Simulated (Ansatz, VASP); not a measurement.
# Two plane-wave programs on TaN

```xyz
2
Lattice="0.0000 2.1748 2.1748 2.1748 0.0000 2.1748 2.1748 2.1748 0.0000" Properties=species:S:1:pos:R:3 pbc="T T T"
Ta    0.0000    0.0000    0.0000
N     2.1748    2.1748    2.1748
```

Alike in both runs: functional LDA; k mesh 8 × 8 × 8; occupations gaussian, width 0.1 eV; no spin polarisation.

Ansatz relaxed the structure, and its values are those at the end. VASP's run is a single point on that final structure, the one shown.

|  | VASP | Ansatz |
| --- | --- | --- |
| version | VASP 6.6.1 | Ansatz 0.2.0 |
| potentials or method | VASP PAW LDA potentials, release 64 (Ta_pv, N), cutoff 600 eV | scalar-relativistic, plane waves, PAW |
| valence electrons in the cell | 16 | 18 |

|  | VASP | Ansatz | Ansatz less VASP |
| --- | --- | --- | --- |
| gap on the k mesh at the Fermi level (eV) | none | none | - |
| pressure (GPa) | 1.9 | -0.3 | -2.22 |

Ansatz warns that its potentials were made for another functional, while VASP's fit it. LDA's correlation is that of Perdew and Zunger in VASP and of Perdew and Wang (1992) in Ansatz. A gap of «none» marks a metal or a gap that the smearing closes. VASP's potentials hold 16 valence electrons a cell and Ansatz's 18, so a difference there can come from the potentials and not from the codes.

Spin-orbit coupling is off throughout.
